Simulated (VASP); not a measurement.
Write the native input for VASP 6.6.1 that does the following.

* Task: single point
* Functional: PBEsol
* Potentials or basis: VASP PAW PBE potentials, release 64 (Li_sv, Nb_sv, O)
* Cutoff: 520 eV
* k mesh: 10 × 10 × 10
* Occupations: gaussian, width 0.05 eV
* Spin: no spin polarisation
* Dipole correction: no
* Further INCAR settings: ALGO = Normal; EDIFF = 1e-06; NBANDS = 34

The structure of Li4NbO4 lies in POSCAR:

```
Li4NbO4
1.0
   -3.8119495391      3.8119495391      1.6301049253
    3.8119495391     -3.8119495391      1.6301049253
    3.8119495391      3.8119495391     -1.6301049253
Li Nb O
4 1 4
Direct
    0.2810325606      0.0776443859      0.3586769465
    0.8426719780      0.3341549847      0.1768269627
    0.1573280220      0.6658450153      0.8231730373
    0.6658450153      0.8426719780      0.5085169933
    0.0000000000      0.0000000000      0.0000000000
    0.7589255465      0.0797104317      0.8386359782
    0.9202895683      0.7589255465      0.6792151148
    0.0797104317      0.2410744535      0.3207848852
    0.2410744535      0.9202895683      0.1613640218
```

This cell differs from its parent crystal: atom 1 (Li) moved by -0.608 Å along [1 0 0] and +0.405 Å along [0 1 0].

One way to write it, as run:

INCAR

```
PREC     = Accurate       # precision mode
ENCUT    = 520            # plane-wave cutoff, eV
EDIFF    = 1E-6           # SCF threshold, eV
ISMEAR   = 0              # smearing method
SIGMA    = 0.05           # smearing width, eV
LREAL    = F              # projectors in reciprocal space
LASPH    = T              # aspherical terms in the spheres
NELM     = 60             # most SCF steps
ALGO     = Normal         # electronic algorithm
ISIF     = 2              # what is computed and relaxed
LWAVE    = F              # write WAVECAR
LCHARG   = F              # write CHGCAR
GGA      = PS             # functional
NBANDS   = 34             # bands
```

KPOINTS

```
Automatic mesh
0
Gamma
  10 10 10
```

Potentials or basis: VASP PAW PBE potentials, release 64 (Li_sv, Nb_sv, O).

Launch:

```sh
$ cat potpaw_PBE.64/Li_sv/POTCAR potpaw_PBE.64/Nb_sv/POTCAR potpaw_PBE.64/O/POTCAR > POTCAR
$ mpirun -np 1 vasp_std > vasp.out
```

It gave:

```
Largest force          : 21.850 eV/Å
Band gap on the k mesh : zero (an odd number of electrons rules out a gap without spin polarisation)
```

Caveat: the cell differs from its parent crystal (atom 1 (Li) moved by -0.608 Å along [1 0 0] and +0.405 Å along [0 1 0]); atoms lie so close that the PAW spheres overlap strongly, which falsifies energies and pressures; the PAW data sets were made with another functional, which shifts forces and pressure a little; an odd number of electrons without spin polarisation forces a metal; a magnetic or distorted state may lie lower.

Wall time 27 min on 1 thread of Oxide Virtual Turin-like Processor, with other jobs on the host, peak memory 0.77 GiB.
